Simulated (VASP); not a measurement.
Hf2Pd2Se2Br2O3: single point with PBE

Crystal: Hf2Pd2Se2Br2O3.

```
CELL_PARAMETERS angstrom
3.72613 0.00000 0.00000
-1.86306 3.22692 0.00000
0.00000 0.00000 17.00867
ATOMIC_POSITIONS crystal
Hf 0.66667 0.33333 0.93385
Hf 0.33333 0.66667 0.06615
Pd 0.00000 0.00000 0.30298
Pd 0.00000 0.00000 0.69702
Se 0.33333 0.66667 0.22649
Se 0.66667 0.33333 0.77351
Br 0.66667 0.33333 0.39862
Br 0.33333 0.66667 0.60138
O 0.33333 0.66667 0.92689
O 0.66667 0.33333 0.07311
O 0.00000 0.00000 0.00000
```

* Program: VASP 6.6.1
* Task: single point
* Functional: PBE
* Potentials or basis: VASP PAW PBE potentials, release 64 (Hf_pv, Pd, Se, Br, O)
* Cutoff: 520 eV
* k mesh: 7 × 7 × 2
* Occupations: fermi-dirac, width 0.05 eV
* Spin: no spin polarisation
* Dipole correction: no
* Further INCAR settings: ALGO = Normal; EDIFF = 1e-06; NBANDS = 53

```yaml
Pressure: -0.8 GPa
Largest_force: 0.168 eV/Å
Band_gap_on_the_k_mesh: zero (bands 42 and 43 overlap by 0.45 eV)
```

Forces in eV/Å, atoms in the order of the input:
```
Hf   0.000  0.000  0.168
Hf   0.000  0.000 -0.168
Pd   0.000  0.000 -0.022
Pd   0.000  0.000  0.022
Se   0.000  0.000 -0.033
Se   0.000  0.000  0.033
Br   0.000  0.000  0.012
Br   0.000  0.000 -0.012
O    0.000  0.000  0.029
O    0.000  0.000 -0.029
O    0.000  0.000  0.000
```

Stress tensor (GPa, compression positive):
```
-0.82  0.00  0.00
 0.00 -0.82  0.00
 0.00  0.00 -0.63
```

Levels at points of the mesh, in eV from the Fermi level:
| k point | band 39 | band 40 | band 41 | band 42 | band 43 | band 44 | band 45 | band 46 |
| --- | --- | --- | --- | --- | --- | --- | --- | --- |
| (0.00, 0.00, 0.00) | -1.45 | -1.45 | 0.14 | 0.14 | 0.81 | 0.81 | 1.43 | 1.43 |
| (0.00, 0.00, 0.50) | -1.48 | -1.48 | 0.15 | 0.15 | 0.79 | 0.79 | 1.45 | 1.45 |

It took 5.6 min on 1 thread of Intel(R) Xeon(R) 6975P-C (Granite Rapids), with other jobs on the host, peak memory 0.53 GiB.

Caveat: spin-orbit coupling is left out, which moves the levels of the heavy elements; this functional lacks dispersion, which binds layers or chains, so the pressure and a relaxed spacing across them are unreliable.
